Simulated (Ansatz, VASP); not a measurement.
## One calculation of Cu, two programs

Contents of INCAR:

```
  PREC = Accurate
  ENCUT = 520
  EDIFF = 1E-6
  ISMEAR = 0
  SIGMA = 0.15
  LREAL = False
  LASPH = True
  NELM = 80
  ALGO = Fast
  ISIF = 2
  LWAVE = False
  LCHARG = False
  GGA = PE
  NBANDS = 12
```

Contents of KPOINTS:

```
Automatic mesh
0
Gamma
  24 24 24
```

File POSCAR:

```
Cu
1.0
    0.0000000000      2.1681355054      1.4736817030
    2.1681355054      0.0000000000      1.4736817030
    2.1681355054      2.1681355054      0.0000000000
Cu
1
Direct
    0.0000000000      0.0000000000      0.0000000000
```

Input for Ansatz:

```yaml
crystal:
  lattice:
    - [0.0, 2.1681355054, 1.473681703]
    - [2.1681355054, 0.0, 1.473681703]
    - [2.1681355054, 2.1681355054, 0.0]
  atoms:
    - { symbol: Cu, position: [0.0, 0.0, 0.0] }
basis:
  ecutwfc: 520.0
kpoints:
  mp_grid: { grid: [24, 24, 24] }
hamiltonian:
  xc: pbe
  pseudopotentials: { kind: paw, azcp: { folder: soft_1 } }
scf:
  occupations: { method: gaussian, width: 0.15 }
output:
  forces: true
  stress: true
  eigenvalues: true
```

Alike in both runs: task single point; functional PBE; k mesh 24 × 24 × 24; occupations gaussian, width 0.15 eV; no spin polarisation.

|  | VASP | Ansatz |
| --- | --- | --- |
| version | VASP 6.6.1 | Ansatz 0.2.0 |
| potentials or method | VASP PAW PBE potentials, release 64 (Cu), cutoff 520 eV | scalar-relativistic, plane waves, PAW |
| valence electrons in the cell | 11 | 19 |

```tsv
	VASP	Ansatz	Ansatz less VASP
gap on the k mesh at the Fermi level (eV)	none	none	-
pressure (GPa)	-12.9	-13.8	-0.95
traceless stress, the component that is largest in VASP (GPa)	-0.29	-0.29	+0.001
```

A gap of «none» marks a metal or a gap that the smearing closes. VASP's potentials hold 11 valence electrons a cell and Ansatz's 19, so a difference there can come from the potentials and not from the codes.
